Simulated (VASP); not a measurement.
Set up this calculation in VASP 6.6.1, as the native input.

* Task: single point
* Functional: PBE
* Potentials or basis: VASP PAW PBE potentials, release 64 (Al, Co)
* Cutoff: 520 eV
* k mesh: 22 × 16 × 16
* Occupations: gaussian, width 0.15 eV
* Spin: no spin polarisation
* Dipole correction: no
* Further INCAR settings: ALGO = Fast; EDIFF = 1e-07; NBANDS = 20

The structure of AlCo lies in POSCAR:

```
AlCo
1.0
   -2.8519023960      0.0000000000      0.0000000000
    0.0000000000      2.8519023960      2.8519023960
    0.0000000000      2.8519023960     -2.8519023960
Al Co
2 2
Direct
    0.0000000000      0.0276724946     -0.0276724946
    0.0000000000      0.4723275054      0.5276724946
    0.5000000000      0.5328727940      0.0328727940
    0.5000000000     -0.0328727940      0.4671272060
```

This cell differs from its parent crystal: atoms displaced along a vibrational mode.

The input as run:

INCAR

```
SYSTEM = AlCo
ALGO = Fast
EDIFF = 1E-7
ENCUT = 520
GGA = PE
ISIF = 2
ISMEAR = 0
LASPH = .True.
LCHARG = .False.
LREAL = .False.
LWAVE = .False.
NBANDS = 20
NELM = 100
PREC = Accurate
SIGMA = 0.15
```

KPOINTS

```
k-points
0
Gamma
  22 16 16
  0 0 0
```

Potentials or basis: VASP PAW PBE potentials, release 64 (Al, Co).

Run with:

```console
$ cat potpaw_PBE.64/Al/POTCAR potpaw_PBE.64/Co/POTCAR > POTCAR
$ mpirun -np 1 vasp_std > vasp.out
```

It gave:

| Item | Value |
| --- | --- |
| Pressure | 2.7 GPa |
| Largest force | 1.426 eV/Å |
| Band gap on the k mesh | zero (bands 12 and 13 overlap by 1.01 eV) |

Caveat: the cell differs from its parent crystal (atoms displaced along a vibrational mode); the stress differs along the axes, from -2 to 7 GPa; the run has no spin polarisation, though such a crystal can be magnetic; forces of over 1 eV/Å act on the atoms, so gaps and moduli don't describe the material at rest.

Run time: 6.7 min on 1 thread of Oxide Virtual Turin-like Processor, with other jobs on the host, peak memory 0.71 GiB.
